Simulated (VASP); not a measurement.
# Zn7CdSi8P16 (P1) in VASP: single point with PBEsol

Aim: the single point of Zn7CdSi8P16 with PBEsol.

Everything below comes from runs of VASP 6.6.1. Logs are shortened: lines on timing, memory, paths and dates and some standing lists are left out, and cuts for length are marked.

## (1) The cell of the first run

The typed cell holds 64 atoms: a = 10.773 Å, b = 10.777 Å, c = 10.462 Å, α = 90.00°, β = 90.00°, γ = 90.00°.

## (2) Single point, PBEsol

Input file INCAR:

```
PREC = Accurate
ENCUT = 520
EDIFF = 1E-6
ISMEAR = -1
SIGMA = 0.05
LREAL = Auto
LASPH = True
NELM = 60
ALGO = Normal
ISIF = 2
LWAVE = False
LCHARG = True
GGA = PS
LELF = True
LVHAR = True
NBANDS = 246
ISYM = 0
```

Input file KPOINTS:

```
Automatic mesh
0
Gamma
  1 1 1
  0.25 0.25 0.25
```

Input file POSCAR:

```
Zn7CdSi8P16
1.0
   10.7725331572     -0.0000530106     -0.0000160150
   -0.0000529888     10.7769636173     -0.0000160151
   -0.0000149965     -0.0000150028     10.4618205357
Zn Cd Si P
14 2 16 32
Direct
    0.9996880000      0.0002610000      0.9995620000
    0.9992660000      0.4997220000      0.0002610000
    0.4975540000      0.9986500000      0.9988240000
    0.5001580000      0.5016730000      0.9986910000
    0.9985060000      0.2478010000      0.2486260000
    0.0001270000      0.7496470000      0.2500290000
    0.4999190000      0.7492010000      0.2499330000
    0.2515630000      0.9980010000      0.7518460000
    0.2486050000      0.5011490000      0.7526620000
    0.7497710000      0.9997690000      0.7509470000
    0.7504870000      0.4988350000      0.7508820000
    0.2496080000      0.7499780000      0.5007240000
    0.7513940000      0.2484650000      0.5022890000
    0.7492290000      0.7507800000      0.5008220000
    0.5028780000      0.2522100000      0.2503610000
    0.2490260000      0.2535860000      0.5032740000
    0.9978850000      0.9977250000      0.4998880000
    0.9980960000      0.5029030000      0.4990270000
    0.5020510000      0.9956230000      0.5002380000
    0.5035250000      0.5054510000      0.5019080000
    0.2478100000      0.9956890000      0.2483720000
    0.2472740000      0.5047650000      0.2474950000
    0.7526300000      0.9977240000      0.2485860000
    0.7526730000      0.5033920000      0.2499620000
    0.2482810000      0.2502570000      0.9982130000
    0.2500410000      0.7504420000      0.9983100000
    0.7521170000      0.2498960000      0.9995060000
    0.7504970000      0.7501460000      0.9993100000
    0.9983540000      0.2499440000      0.7497650000
    0.9999050000      0.7502420000      0.7494540000
    0.5026650000      0.2505980000      0.7511330000
    0.5006530000      0.7504720000      0.7508310000
    0.1326510000      0.1242720000      0.1247120000
    0.1308190000      0.6277590000      0.1226650000
    0.6389630000      0.1172460000      0.1174190000
    0.6327670000      0.6250400000      0.1242510000
    0.1104420000      0.1169890000      0.6315270000
    0.1170890000      0.6245060000      0.6249880000
    0.6169220000      0.1237340000      0.6243080000
    0.6197150000      0.6273590000      0.6272900000
    0.3599500000      0.3814710000      0.1184010000
    0.3666790000      0.8729210000      0.1238360000
    0.8671560000      0.3745440000      0.1253490000
    0.8693240000      0.8728860000      0.1240050000
    0.3735700000      0.1037240000      0.3748960000
    0.3743460000      0.6176200000      0.3749420000
    0.8742960000      0.1163960000      0.3747430000
    0.8743870000      0.6213640000      0.3752290000
    0.1170500000      0.3895540000      0.3669530000
    0.1231120000      0.8803750000      0.3752180000
    0.6336620000      0.3909390000      0.3830050000
    0.6265620000      0.8806810000      0.3734490000
    0.1228360000      0.3666020000      0.8736840000
    0.1243610000      0.8672460000      0.8745600000
    0.6257250000      0.3668430000      0.8767820000
    0.6243250000      0.8674500000      0.8752580000
    0.3910800000      0.3838540000      0.6327040000
    0.3832320000      0.8734480000      0.6256660000
    0.8828200000      0.3751510000      0.6242460000
    0.8805810000      0.8737280000      0.6252580000
    0.3748530000      0.1335370000      0.8742940000
    0.3748770000      0.6332880000      0.8745020000
    0.8748470000      0.1331170000      0.8746000000
    0.8750130000      0.6322780000      0.8744770000
```

Potentials or basis: VASP PAW PBE potentials, release 64 (Zn, Cd, Si, P).

The run is started by

```console
> cat potpaw_PBE.64/Zn/POTCAR potpaw_PBE.64/Cd/POTCAR potpaw_PBE.64/Si/POTCAR potpaw_PBE.64/P/POTCAR > POTCAR
> mpirun -np 1 vasp_std > vasp.out
```

OUTCAR:

```text
PREC = Accurate
   ENCUT = 520
   EDIFF = 1E-6
   ISMEAR = -1
   LREAL = Auto
   LASPH = True
   NELM = 60
   ISIF = 2
   GGA = PS
   ISYM = 0

 ion  position               nearest neighbor table
   1  1.000  0.000  1.000-  44 2.36  33 2.36  63 2.36  54 2.36
   2  0.999  0.500  0.000-  34 2.36  43 2.36  64 2.36  53 2.36
   3  0.498  0.999  0.999-  35 2.34  42 2.35  56 2.35  61 2.36
   4  0.500  0.502  0.999-  62 2.35  41 2.35  36 2.35  55 2.36
   5  0.999  0.248  0.249-  49 2.34  43 2.35  47 2.35  33 2.35
   6  0.000  0.750  0.250-  50 2.34  48 2.34  34 2.34  44 2.34
[... 56 lines left out ...]
  63  0.875  0.133  0.875-  27 2.24  29 2.25  10 2.36   1 2.36
  64  0.875  0.632  0.874-  28 2.26  30 2.27  11 2.35   2 2.36

IMPORTANT INFORMATION: All symmetrisations will be switched off!
NOSYMM: (Re-)initialisation of all symmetry stuff for point group C_1.

----------------------------------------------------------------------------------------

                                     Primitive cell

  volume of cell :    1214.5671

  direct lattice vectors                    reciprocal lattice vectors
    10.772533157 -0.000053011 -0.000016015     0.092828677  0.000000456  0.000000133
    -0.000052989 10.776963617 -0.000016015     0.000000457  0.092790515  0.000000133
    -0.000014996 -0.000015003 10.461820536     0.000000142  0.000000142  0.095585658

  length of vectors
    10.772533157 10.776963617 10.461820536     0.092828677  0.092790515  0.095585658

  position of ions in fractional coordinates (direct lattice)
     0.999688000  0.000261000  0.999562000
     0.999266000  0.499722000  0.000261000
     0.497554000  0.998650000  0.998824000
     0.500158000  0.501673000  0.998691000
     0.998506000  0.247801000  0.248626000
     0.000127000  0.749647000  0.250029000
[... 56 lines left out ...]
     0.874847000  0.133117000  0.874600000
     0.875013000  0.632278000  0.874477000

  ion indices of the primitive-cell ions
   primitive index   ion index
                 1           1
                 2           2
                 3           3
                 4           4
                 5           5
                 6           6
[... 56 lines left out ...]
                63          63
                64          64

----------------------------------------------------------------------------------------

 KPOINTS: Automatic mesh

Automatic generation of k-mesh.
 Grid dimensions read from file:
 generate k-points for:    1    1    1

 Generating k-lattice:

  Cartesian coordinates                     Fractional coordinates (reciprocal lattice)
     0.092828677  0.000000456  0.000000133     1.000000000 -0.000000000  0.000000000
     0.000000457  0.092790515  0.000000133    -0.000000000  1.000000000  0.000000000
     0.000000142  0.000000142  0.095585658     0.000000000  0.000000000  1.000000000

  Length of vectors
     0.092828677  0.092790515  0.095585658

  Shift w.r.t. Gamma in fractional coordinates (k-lattice)
     0.250000000  0.250000000  0.250000000

 Subroutine IBZKPT returns following result:
 ===========================================

 Found      4 irreducible k-points:

 Following reciprocal coordinates:
            Coordinates               Weight
  0.250000  0.250000  0.250000      2.000000
 -0.250000 -0.250000  0.250000      2.000000
  0.250000 -0.250000 -0.250000      2.000000
 -0.250000  0.250000 -0.250000      2.000000
   k-points           NKPTS =      4   k-points in BZ     NKDIM =      4   number of bands    NBANDS=    246
   number of dos      NEDOS =    301   number of ions     NIONS =     64
   total plane-waves  NPLWV = 512000
   dimension x,y,z NGX =    80 NGY =   80 NGZ =   80
   dimension x,y,z NGXF=   160 NGYF=  160 NGZF=  160
   ions per type =              14   2  16  32
   NGX,Y,Z   is equivalent  to a cutoff of  12.35, 12.34, 12.71 a.u.
   NGXF,Y,Z  is equivalent  to a cutoff of  24.69, 24.68, 25.43 a.u.
 SYSTEM =  unknown system
   PREC   = accura    normal or accurate (medium, high low for compatibility)
   ISTART =      0    job   : 0-new  1-cont  2-samecut
   ICHARG =      2    charge: 1-file 2-atom 10-const
   ISPIN  =      1    spin polarized calculation?
   LNONCOLLINEAR =      F non collinear calculations
   LSORBIT =      F    spin-orbit coupling
   LASPH  =      T    aspherical Exc in radial PAW
   ENCUT  =  520.0 eV  38.22 Ry    6.18 a.u.  20.03 20.04 19.45*2*pi/ulx,y,z
   NELM   =     60;   NELMIN=  2; NELMDL= -5     # of ELM steps
   EDIFF  = 0.1E-05   stopping-criterion for ELM
   LREAL  =      T    real-space projection
   EDIFFG = 0.1E-04   stopping-criterion for IOM
   NSW    =      0    number of steps for IOM
   IBRION =     -1    ionic relax: 0-MD 1-quasi-New 2-CG
   NFREE  =      0    steps in history (QN), initial steepest desc. (CG)
   ISIF   =      2    stress and relaxation
   ISYM   =      0    0-nonsym 1-usesym 2-fastsym
   POTIM  = 0.5000    time-step for ionic-motion
   TEBEG  =    0.0;   TEEND  =   0.0 temperature during run
   PSTRESS=    0.0 pullay stress
   NELECT =     416.0000    total number of electrons
   NUPDOWN=      -1.0000    fix difference up-down
   EMIN   =  10.00;   EMAX   =-10.00  energy-range for DOS
   EFERMI =   0.00;   METHOD = LEGACY
   ISMEAR =    -1;   SIGMA  =   0.05  broadening in eV -4-tet -1-fermi 0-gaus
   EFERMI_NEDOS =   21; number of points for ismear=-14 and -15
   IALGO  =     38    algorithm
   IMIX   =      4    mixing-type and parameters
     AMIX     =   0.40;   BMIX     =  1.00
     AMIX_MAG =   1.60;   BMIX_MAG =  1.00
  volume/ion in A,a.u.               =      18.98       128.07
  Fermi-wavevector in a.u.,A,eV,Ry     =   1.145422  2.164533 17.850722  1.311991
  Thomas-Fermi vector in A             =   2.282110
   LORBIT       =      0    0 simple, 1 ext, 2 COOP (PROOUT), +10 PAW based schemes
   GGA     = PS    functional components
   LHFCALC =     F    Hartree Fock is set to
   AEXX    =    0.0000 exact exchange contribution
   IVDW    =     0    specifies the selected vdW correction
   LEPSILON=     F    determine dielectric tensor
   LRPA    =     F    only Hartree local field effects (RPA)
 non-spin polarized calculation
  energy-cutoff  :      520.00
  volume of cell :     1214.57
 maximum number of plane-waves:     32717
   NGX = 41   NGY = 41   NGZ = 39

 number of electron     416.0000133 magnetization

 Free energy of the ion-electron system (eV)
  ---------------------------------------------------
  ext. energy  EPLUGINS =         0.00000000
  ---------------------------------------------------
  free energy    TOTEN  =      -319.89160829 eV

  energy without entropy =     -319.89160819  energy(sigma->0) =     -319.89160824

 E-fermi :   5.2835     XC(G=0): -10.0009

 val. band max:        4.4188270070   @ k =   0.2500   0.2500   0.2500
 cond. band min:       6.1821117628   @ k =   0.2500  -0.2500  -0.2500
 fundamental gap:      1.7632847557
 Fermi energy:         5.2835044920

 k-point     1 :       0.2500    0.2500    0.2500
  band No.  band energies     occupation
      1      -8.3059      2.00000
      2      -7.9205      2.00000
      3      -7.9056      2.00000
      4      -7.8208      2.00000
      5      -7.5823      2.00000
      6      -7.5756      2.00000
[... 212 lines left out ...]
    219       7.0620      0.00000
    220       7.1245      0.00000

 k-point     2 :      -0.2500   -0.2500    0.2500
  band No.  band energies     occupation
      1      -8.3060      2.00000
      2      -7.9186      2.00000
      3      -7.9111      2.00000
      4      -7.8149      2.00000
      5      -7.5830      2.00000
      6      -7.5809      2.00000
[... 212 lines left out ...]
    219       7.0605      0.00000
    220       7.1058      0.00000

 k-point     3 :       0.2500   -0.2500   -0.2500
  band No.  band energies     occupation
      1      -8.3059      2.00000
      2      -7.9231      2.00000
      3      -7.9057      2.00000
      4      -7.8167      2.00000
      5      -7.5826      2.00000
      6      -7.5788      2.00000
[... 212 lines left out ...]
    219       7.0593      0.00000
    220       7.1090      0.00000

 k-point     4 :      -0.2500    0.2500   -0.2500
  band No.  band energies     occupation
      1      -8.3061      2.00000
      2      -7.9240      2.00000
      3      -7.9018      2.00000
      4      -7.8192      2.00000
      5      -7.5886      2.00000
      6      -7.5720      2.00000
[... 212 lines left out ...]
    219       7.0587      0.00000
    220       7.1227      0.00000
 [bands above 220 left out]

------------------------ aborting loop because EDIFF is reached ----------------------------------------

  FORCE on cell =-STRESS in cart. coord.  units (eV):
  Direction    XX          YY          ZZ          XY          YZ          ZX
  --------------------------------------------------------------------------------------
  -------------------------------------------------------------------------------------
  Total        1.2873259      1.2983129      1.2243715      0.7354890      0.8379695      1.0177083
  in kB        1.6981559      1.7126492      1.6151106      0.9702088      1.1053945      1.3424940
  external PRESSURE =       1.6753052 kB  Pullay stress =       0.0000000 kB

 VOLUME and BASIS-vectors are now :
 -----------------------------------------------------------------------------
  energy-cutoff  :      520.00
  volume of cell :     1214.57
      direct lattice vectors                 reciprocal lattice vectors
    10.772533157 -0.000053011 -0.000016015     0.092828677  0.000000456  0.000000133
    -0.000052989 10.776963617 -0.000016015     0.000000457  0.092790515  0.000000133
    -0.000014996 -0.000015003 10.461820536     0.000000142  0.000000142  0.095585658

 POSITION                                       TOTAL-FORCE (eV/Angst)
 -----------------------------------------------------------------------------------
     10.76916      0.00274     10.45722        -0.000785     -0.014054     -0.027284
     10.76460      5.38543      0.00271         0.003561     -0.007748     -0.022646
      5.35985     10.76237     10.44949         0.003839     -0.015570     -0.032327
      5.38793      5.40647     10.44811         0.001684     -0.022570     -0.023103
     10.75642      2.67049      2.60106        -0.019191      0.001289     -0.031580
      0.00132      8.07891      2.61575        -0.013651      0.003220     -0.030933
[... 56 lines left out ...]
      9.42430      1.43454      9.14989         0.020910      0.033440     -0.006611
      9.42606      6.81398      9.14860         0.021433      0.039233      0.011028
 -----------------------------------------------------------------------------------
    total drift:                                0.001518      0.007558     -0.008574

  FREE ENERGIE OF THE ION-ELECTRON SYSTEM (eV)
  ---------------------------------------------------
  free  energy   TOTEN  =      -319.8916082863 eV

  energy  without entropy=     -319.8916081890  energy(sigma->0) =     -319.89160824
```

Run time: 26 min. Hardware: 1 thread of Intel Xeon Platinum 8559C (Emerald Rapids), shared host; peak memory 1.5 GiB.

What came out:

| Property | Result |
| --- | --- |
| Free energy | -319.8916 eV |
| Pressure | 0.2 GPa |
| Largest force | 0.131 eV/Å |
| Band gap on the k mesh | 1.76 eV (least direct gap 1.77 eV) |

Forces in eV/Å, atoms in the order of the input:
```
Zn  -0.001 -0.014 -0.027
Zn   0.004 -0.008 -0.023
Zn   0.004 -0.016 -0.032
Zn   0.002 -0.023 -0.023
Zn  -0.019  0.001 -0.032
Zn  -0.014  0.003 -0.031
Zn  -0.009  0.004 -0.026
Zn  -0.017  0.004 -0.040
Zn  -0.017  0.009 -0.019
Zn  -0.011  0.007 -0.021
Zn  -0.014  0.003 -0.026
Zn   0.006 -0.014 -0.021
Zn   0.004 -0.019 -0.019
Zn   0.005 -0.015 -0.030
Cd  -0.047 -0.024 -0.043
Cd  -0.027 -0.031 -0.050
Si  -0.076 -0.048 -0.002
Si  -0.062 -0.052 -0.016
Si  -0.082 -0.039 -0.024
Si  -0.078 -0.037 -0.013
Si  -0.048 -0.088 -0.019
Si  -0.040 -0.095 -0.006
Si  -0.055 -0.066 -0.013
Si  -0.044 -0.068 -0.018
Si  -0.080 -0.037 -0.020
Si  -0.084 -0.055 -0.015
Si  -0.088 -0.052 -0.008
Si  -0.071 -0.047 -0.011
Si  -0.043 -0.084 -0.019
Si  -0.044 -0.071 -0.001
Si  -0.042 -0.082 -0.002
Si  -0.051 -0.069 -0.012
P    0.039  0.017  0.010
P    0.033  0.020 -0.005
P    0.086  0.038  0.008
P    0.039  0.023  0.009
P    0.011  0.049  0.069
P    0.014  0.048  0.030
P    0.007  0.061  0.028
P    0.003  0.068  0.026
P    0.007  0.106  0.023
P    0.008  0.063  0.034
P    0.008  0.057  0.039
P    0.013  0.050  0.027
P    0.109 -0.002  0.072
P    0.055  0.008  0.035
P    0.048  0.008  0.027
P    0.053  0.017  0.016
P    0.036  0.093  0.009
P    0.028  0.055  0.010
P    0.015  0.031 -0.002
P    0.021  0.033  0.013
P    0.071  0.008  0.034
P    0.049  0.009  0.027
P    0.067  0.001  0.027
P    0.053  0.012  0.038
P    0.032  0.016 -0.007
P    0.038  0.022  0.006
P    0.049  0.019  0.021
P    0.055  0.029  0.011
P    0.027  0.046  0.007
P    0.023  0.044  0.017
P    0.021  0.033 -0.007
P    0.021  0.039  0.011
```

Levels at points of the mesh, in eV from the valence-band top:
| k point | band 205 | band 206 | band 207 | band 208 | band 209 | band 210 | band 211 | band 212 |
| --- | --- | --- | --- | --- | --- | --- | --- | --- |
| (0.25, 0.25, 0.25) | -0.33 | -0.23 | -0.15 | 0.00 | 1.77 | 1.82 | 1.83 | 2.16 |

Caveat: the PAW data sets were made with another functional, which shifts forces and pressure a little; a shifted mesh leaves out Γ, where band edges can lie.
